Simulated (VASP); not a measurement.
# Rh in VASP: a series of runs

The runs below take Rh through electric field gradients, with PBE.

Program: VASP 6.6.1. These are calculated values, not measurements. Logs are shortened: lines on timing, memory, paths and dates and some standing lists are left out, and cuts for length are marked.

## Step 1: The cell of the first run

Symmetry: Fm-3m, No. 225, cubic system. The conventional cell has a = 3.803 Å, b = 3.803 Å, c = 3.803 Å, α = 90.00°, β = 90.00°, γ = 90.00°. Rh (site symmetry m-3m) has 12 Rh at 2.69 Å within 3.5 Å.

## Step 2: Electric field gradients, PBE

Input file INCAR:

```
SYSTEM = Rh
ALGO = Normal
EDIFF = 1E-8
ENCUT = 520
GGA = PE
ISIF = 2
ISMEAR = -1
LASPH = .TRUE.
LCHARG = .FALSE.
LEFG = .TRUE.
LREAL = .FALSE.
LWAVE = .FALSE.
NBANDS = 14
NELM = 60
PREC = Accurate
SIGMA = 0.08
```

Input file KPOINTS:

```
k-points
0
G
  8 8 8
  0 0 0
```

Input file POSCAR:

```
Rh
1.0
    0.0000000000      1.9015500000      1.9015500000
    1.9015500000      0.0000000000      1.9015500000
    1.9015500000      1.9015500000      0.0000000000
Rh
1
Direct
    0.0000000000      0.0000000000      0.0000000000
```

Potentials or basis: VASP PAW PBE potentials, release 64 (Rh_pv).

Launch:

```bash
$ cat potpaw_PBE.64/Rh_pv/POTCAR > POTCAR
$ mpirun -np 1 vasp_std > vasp.out
```

OUTCAR:

```text
SYSTEM = Rh
   EDIFF = 1E-8
   ENCUT = 520
   GGA = PE
   ISIF = 2
   ISMEAR = -1
   LASPH = .TRUE.
   LREAL = .FALSE.
   NELM = 60
   PREC = Accurate

 ion  position               nearest neighbor table
   1  0.000  0.000  0.000-

  LATTYP: Found a face centered cubic cell.
 ALAT       =     3.8031000000

  Lattice vectors:

 A1 = (   0.0000000000,   1.9015500000,   1.9015500000)
 A2 = (   1.9015500000,   0.0000000000,   1.9015500000)
 A3 = (   1.9015500000,   1.9015500000,   0.0000000000)

Analysis of symmetry for initial positions (statically):
=====================================================================
 Subroutine PRICEL returns:
 Original cell was already a primitive cell.

 Routine SETGRP: Setting up the symmetry group for a
 face centered cubic supercell.

 Subroutine GETGRP returns: Found 48 space group operations
 (whereof 48 operations were pure point group operations)
 out of a pool of 48 trial point group operations.

The static configuration has the point symmetry O_h .

Analysis of symmetry for dynamics (positions and initial velocities):
=====================================================================
 Subroutine PRICEL returns:
 Original cell was already a primitive cell.

 Routine SETGRP: Setting up the symmetry group for a
 face centered cubic supercell.

 Subroutine GETGRP returns: Found 48 space group operations
 (whereof 48 operations were pure point group operations)
 out of a pool of 48 trial point group operations.

The dynamic configuration has the point symmetry O_h .

 Subroutine INISYM returns: Found 48 space group operations
 (whereof 48 operations are pure point group operations),
 and found     1 'primitive' translations

----------------------------------------------------------------------------------------

                                     Primitive cell

  volume of cell :      13.7516

  direct lattice vectors                    reciprocal lattice vectors
     0.000000000  1.901550000  1.901550000    -0.262943388  0.262943388  0.262943388
     1.901550000  0.000000000  1.901550000     0.262943388 -0.262943388  0.262943388
     1.901550000  1.901550000  0.000000000     0.262943388  0.262943388 -0.262943388

[... 124 lines left out ...]
  free energy    TOTEN  =        -7.24061809 eV

  energy without entropy =       -7.20239085  energy(sigma->0) =       -7.22150447

 E-fermi :  11.9433     XC(G=0): -14.0251

 val. band max:       11.9118401329   @ k =  -0.3750   0.2500   0.0000
 cond. band min:      12.0020015475   @ k =   0.3750   0.0000   0.0000
 fundamental gap:      0.0901614147
 Fermi energy:        11.9433035410

 k-point     1 :       0.0000    0.0000    0.0000
  band No.  band energies     occupation
      1     -34.4416      2.00000
      2     -34.4416      2.00000
      3     -34.4416      2.00000
      4       3.9432      2.00000
      5       8.8443      2.00000
      6       8.8443      2.00000
      7       8.8443      2.00000
      8      10.9365      1.99999
      9      10.9365      1.99999
     10      27.8898      0.00000
     11      32.5060      0.00000
     12      33.3571      0.00000
     13      33.3571      0.00000
     14      33.3571      0.00000
[... 377 lines left out ...]
      1     -35.0750      2.00000
      2     -34.7353      2.00000
      3     -34.6046      2.00000
      4       6.9184      2.00000
      5       7.7747      2.00000
      6       9.2601      2.00000
      7       9.9178      2.00000
      8      12.3031      0.02204
      9      17.3339      0.00000
     10      20.3551      0.00000
     11      27.9780      0.00000
     12      28.7459      0.00000
     13      32.5075      0.00000
     14      33.0946      0.00000

 [... further k-points ...]

------------------------ aborting loop because EDIFF is reached ----------------------------------------

  FORCE on cell =-STRESS in cart. coord.  units (eV):
  Direction    XX          YY          ZZ          XY          YZ          ZX
  --------------------------------------------------------------------------------------
  -------------------------------------------------------------------------------------
  Total        0.5926064      0.5926064      0.5926064      0.0000000     -0.0000000      0.0000000
  in kB       69.0436337     69.0436337     69.0436337      0.0000000     -0.0000000      0.0000000
  external PRESSURE =      69.0436337 kB  Pullay stress =       0.0000000 kB

 VOLUME and BASIS-vectors are now :
 -----------------------------------------------------------------------------
  energy-cutoff  :      520.00
  volume of cell :       13.75
      direct lattice vectors                 reciprocal lattice vectors
     0.000000000  1.901550000  1.901550000    -0.262943388  0.262943388  0.262943388
     1.901550000  0.000000000  1.901550000     0.262943388 -0.262943388  0.262943388
     1.901550000  1.901550000  0.000000000     0.262943388  0.262943388 -0.262943388

 POSITION                                       TOTAL-FORCE (eV/Angst)
 -----------------------------------------------------------------------------------
      0.00000      0.00000      0.00000         0.000000      0.000000      0.000000
 -----------------------------------------------------------------------------------
    total drift:                               -0.000000      0.000000      0.000000

  FREE ENERGIE OF THE ION-ELECTRON SYSTEM (eV)
  ---------------------------------------------------
  free  energy   TOTEN  =        -7.2406180913 eV

  energy  without entropy=       -7.2023908506  energy(sigma->0) =       -7.22150447

 Electric field gradients (V/A^2)
---------------------------------------------------------------------
 ion       V_xx      V_yy      V_zz      V_xy      V_xz      V_yz
---------------------------------------------------------------------
   1      -0.000    -0.000    -0.000     0.001     0.001     0.001
---------------------------------------------------------------------

 Electric field gradients after diagonalization (V/A^2)
 (convention: |V_zz| > |V_xx| > |V_yy|)
----------------------------------------------------------------------
 ion       V_xx      V_yy      V_zz     asymmetry (V_yy - V_xx)/ V_zz
----------------------------------------------------------------------
   1      -0.001    -0.001     0.001       0.000
----------------------------------------------------------------------

           NMR quadrupolar parameters

 Cq : quadrupolar parameter    Cq=e*Q*V_zz/h
 eta: asymmetry parameters     (V_yy - V_xx)/ V_zz
 Q  : nuclear electric quadrupole moment in mb (millibarn)
----------------------------------------------------------------------
 ion       Cq(MHz)       eta       Q (mb)
----------------------------------------------------------------------
   1       0.000       0.000       1.000
----------------------------------------------------------------------
```

OSZICAR:

```text
N       E                     dE             d eps       ncg     rms          rms(c)
DAV:   1     0.116237992673E+03    0.11624E+03   -0.88085E+03   820   0.114E+03
DAV:   2    -0.625419268132E+01   -0.12249E+03   -0.11737E+03   926   0.339E+02
DAV:   3    -0.771376163583E+01   -0.14596E+01   -0.14557E+01   962   0.405E+01
DAV:   4    -0.771929079593E+01   -0.55292E-02   -0.55275E-02   938   0.257E+00
DAV:   5    -0.771934014372E+01   -0.49348E-04   -0.49349E-04   932   0.218E-01    0.102E+01
DAV:   6    -0.725744422295E+01    0.46190E+00   -0.86943E-01   830   0.123E+01    0.368E+00
DAV:   7    -0.724393924603E+01    0.13505E-01   -0.12183E-02   950   0.133E+00    0.179E+00
DAV:   8    -0.724067344810E+01    0.32658E-02   -0.20799E-03   848   0.619E-01    0.147E-01
DAV:   9    -0.724061747814E+01    0.55970E-04   -0.36844E-05   884   0.793E-02    0.109E-02
DAV:  10    -0.724061826075E+01   -0.78261E-06   -0.23076E-06   914   0.178E-02    0.216E-03
DAV:  11    -0.724061809780E+01    0.16295E-06   -0.47245E-08   956   0.272E-03    0.912E-04
DAV:  12    -0.724061806936E+01    0.28437E-07   -0.23336E-09   484   0.677E-04    0.496E-05
DAV:  13    -0.724061808726E+01   -0.17895E-07   -0.91457E-11   430   0.117E-04    0.537E-05
DAV:  14    -0.724061809127E+01   -0.40136E-08   -0.80228E-12   412   0.384E-05
   1 F= -.72406181E+01 E0= -.72215045E+01  d E =-.382272E-01
```

stdout:

```text
POSCAR found type information on POSCAR Rh
 POSCAR found :  1 types and       1 ions
 scaLAPACK will be used
 LDA part: xc-table for (Slater+PW92), standard interpolation
 POSCAR, INCAR and KPOINTS ok, starting setup
 FFT: planning ... GRIDC
 FFT: planning ... GRID_SOFT
 FFT: planning ... GRID
 WAVECAR not read
 entering main loop
ion   1
```

Run time: 12 s. Hardware: 1 thread of Intel Xeon 8259CL, shared host; peak memory 0.12 GiB.

What came out:

```yaml
Free_energy: -7.2406 eV
Pressure: 6.9 GPa
```

Levels at points of the mesh, in eV from the Fermi level:
| k point | band 5 | band 6 | band 7 | band 8 | band 9 | band 10 |
| --- | --- | --- | --- | --- | --- | --- |
| (0.00, 0.00, 0.00) | -3.10 | -3.10 | -3.10 | -1.01 | -1.01 | 15.95 |
| (0.50, 0.00, 0.00) | -3.18 | -3.18 | 0.55 | 0.55 | 0.69 | 8.61 |
| (0.50, 0.50, 0.00) | -5.97 | 0.53 | 0.97 | 0.97 | 3.22 | 12.25 |

Caveat: without QUAD_EFG the Cq values of the log hold for a quadrupole moment of 1 mb, not for the nuclei.

## Step 3: Electric field gradients, PBE

Input file INCAR:

```
SYSTEM = Rh
  ALGO = Normal
  EDIFF = 1E-8
  ENCUT = 520
  GGA = PE
  ISIF = 2
  ISMEAR = -1
  LASPH = .TRUE.
  LCHARG = .FALSE.
  LEFG = .TRUE.
  LREAL = .FALSE.
  LWAVE = .FALSE.
  NBANDS = 14
  NELM = 60
  PREC = Accurate
  SIGMA = 0.08
```

Input file KPOINTS:

```
k-points
0
G
  12 12 12
  0 0 0
```

POSCAR is that of step 2.

Potentials or basis: VASP PAW PBE potentials, release 64 (Rh_pv).

Launch:

```bash
$ cat potpaw_PBE.64/Rh_pv/POTCAR > POTCAR
$ mpirun -np 1 vasp_std > vasp.out
```

OUTCAR:

```text
SYSTEM = Rh
   EDIFF = 1E-8
   ENCUT = 520
   GGA = PE
   ISIF = 2
   ISMEAR = -1
   LASPH = .TRUE.
   LREAL = .FALSE.
   NELM = 60
   PREC = Accurate

 ion  position               nearest neighbor table
   1  0.000  0.000  0.000-

  LATTYP: Found a face centered cubic cell.
 ALAT       =     3.8031000000

  Lattice vectors:

 A1 = (   0.0000000000,   1.9015500000,   1.9015500000)
 A2 = (   1.9015500000,   0.0000000000,   1.9015500000)
 A3 = (   1.9015500000,   1.9015500000,   0.0000000000)

[... 611 lines left out ...]
    total drift:                                0.000000     -0.000000      0.000000

  FREE ENERGIE OF THE ION-ELECTRON SYSTEM (eV)
  ---------------------------------------------------
  free  energy   TOTEN  =        -7.2673609565 eV

  energy  without entropy=       -7.2429299995  energy(sigma->0) =       -7.25514548

 Electric field gradients (V/A^2)
---------------------------------------------------------------------
 ion       V_xx      V_yy      V_zz      V_xy      V_xz      V_yz
---------------------------------------------------------------------
   1      -0.000     0.000    -0.000     0.001     0.001     0.001
---------------------------------------------------------------------

 Electric field gradients after diagonalization (V/A^2)
 (convention: |V_zz| > |V_xx| > |V_yy|)
----------------------------------------------------------------------
 ion       V_xx      V_yy      V_zz     asymmetry (V_yy - V_xx)/ V_zz
----------------------------------------------------------------------
   1      -0.001    -0.001     0.001       0.000
----------------------------------------------------------------------

           NMR quadrupolar parameters

 Cq : quadrupolar parameter    Cq=e*Q*V_zz/h
 eta: asymmetry parameters     (V_yy - V_xx)/ V_zz
 Q  : nuclear electric quadrupole moment in mb (millibarn)
----------------------------------------------------------------------
 ion       Cq(MHz)       eta       Q (mb)
----------------------------------------------------------------------
   1       0.000       0.000       1.000
----------------------------------------------------------------------
```

stdout:

```text
POSCAR found type information on POSCAR Rh
 POSCAR found :  1 types and       1 ions
 scaLAPACK will be used
 LDA part: xc-table for (Slater+PW92), standard interpolation
 POSCAR, INCAR and KPOINTS ok, starting setup
 FFT: planning ... GRIDC
 FFT: planning ... GRID_SOFT
 FFT: planning ... GRID
 WAVECAR not read
 entering main loop
ion   1
```

Wall time 21 s (1 thread of Intel Xeon 8259CL, shared host); peak memory 0.13 GiB.

Results:

```yaml
Free_energy: -7.2674 eV
Pressure: 5.8 GPa
```

Caveat: without QUAD_EFG the Cq values of the log hold for a quadrupole moment of 1 mb, not for the nuclei.

## Step 4: Electric field gradients, PBE

Input file INCAR:

```
SYSTEM = Rh
PREC = Accurate
ENCUT = 520
EDIFF = 1E-8
ISMEAR = -1
SIGMA = 0.08
LREAL = .FALSE.
LASPH = .TRUE.
NELM = 100
ALGO = Normal
ISIF = 2
LWAVE = .FALSE.
LCHARG = .FALSE.
GGA = PE
LEFG = .TRUE.
NBANDS = 14
```

Input file KPOINTS:

```
regular mesh
0
G
  22 22 22
  0 0 0
```

POSCAR is that of step 3.

Potentials or basis: VASP PAW PBE potentials, release 64 (Rh_pv).

Launch:

```bash
$ cat potpaw_PBE.64/Rh_pv/POTCAR > POTCAR
$ mpirun -np 1 vasp_std > vasp.out
```

OUTCAR:

```text
SYSTEM = Rh
   PREC = Accurate
   ENCUT = 520
   EDIFF = 1E-8
   ISMEAR = -1
   LREAL = .FALSE.
   LASPH = .TRUE.
   NELM = 100
   ISIF = 2
   GGA = PE

 ion  position               nearest neighbor table
   1  0.000  0.000  0.000-

  LATTYP: Found a face centered cubic cell.
 ALAT       =     3.8031000000

  Lattice vectors:

 A1 = (   0.0000000000,   1.9015500000,   1.9015500000)
 A2 = (   1.9015500000,   0.0000000000,   1.9015500000)
 A3 = (   1.9015500000,   1.9015500000,   0.0000000000)

[... 611 lines left out ...]
    total drift:                                0.000000      0.000000      0.000000

  FREE ENERGIE OF THE ION-ELECTRON SYSTEM (eV)
  ---------------------------------------------------
  free  energy   TOTEN  =        -7.2672718673 eV

  energy  without entropy=       -7.2390993057  energy(sigma->0) =       -7.25318559

 Electric field gradients (V/A^2)
---------------------------------------------------------------------
 ion       V_xx      V_yy      V_zz      V_xy      V_xz      V_yz
---------------------------------------------------------------------
   1      -0.000     0.000    -0.000     0.001     0.001     0.001
---------------------------------------------------------------------

 Electric field gradients after diagonalization (V/A^2)
 (convention: |V_zz| > |V_xx| > |V_yy|)
----------------------------------------------------------------------
 ion       V_xx      V_yy      V_zz     asymmetry (V_yy - V_xx)/ V_zz
----------------------------------------------------------------------
   1      -0.001    -0.001     0.001       0.000
----------------------------------------------------------------------

           NMR quadrupolar parameters

 Cq : quadrupolar parameter    Cq=e*Q*V_zz/h
 eta: asymmetry parameters     (V_yy - V_xx)/ V_zz
 Q  : nuclear electric quadrupole moment in mb (millibarn)
----------------------------------------------------------------------
 ion       Cq(MHz)       eta       Q (mb)
----------------------------------------------------------------------
   1       0.000       0.000       1.000
----------------------------------------------------------------------
```

stdout:

```text
POSCAR found type information on POSCAR Rh
 POSCAR found :  1 types and       1 ions
 scaLAPACK will be used
 LDA part: xc-table for (Slater+PW92), standard interpolation
 POSCAR, INCAR and KPOINTS ok, starting setup
 FFT: planning ... GRIDC
 FFT: planning ... GRID_SOFT
 FFT: planning ... GRID
 WAVECAR not read
 entering main loop
ion   1
```

Wall time 91 s (1 thread of Intel Xeon 8259CL, shared host); peak memory 0.17 GiB.

Results:

```yaml
Free_energy: -7.2673 eV
Pressure: 6.0 GPa
```

Levels at points of the mesh, in eV from the Fermi level:
```
           k point  band 5  band 6  band 7  band 8  band 9  band 10
(0.00, 0.00, 0.00)   -3.07   -3.07   -3.07   -0.98   -0.98    16.00
(0.50, 0.00, 0.00)   -3.15   -3.15    0.58    0.58    0.74     8.65
(0.50, 0.50, 0.00)   -5.94    0.55    0.99    0.99    3.27    12.28
```

Caveat: without QUAD_EFG the Cq values of the log hold for a quadrupole moment of 1 mb, not for the nuclei.

[end of part 1 of 2]
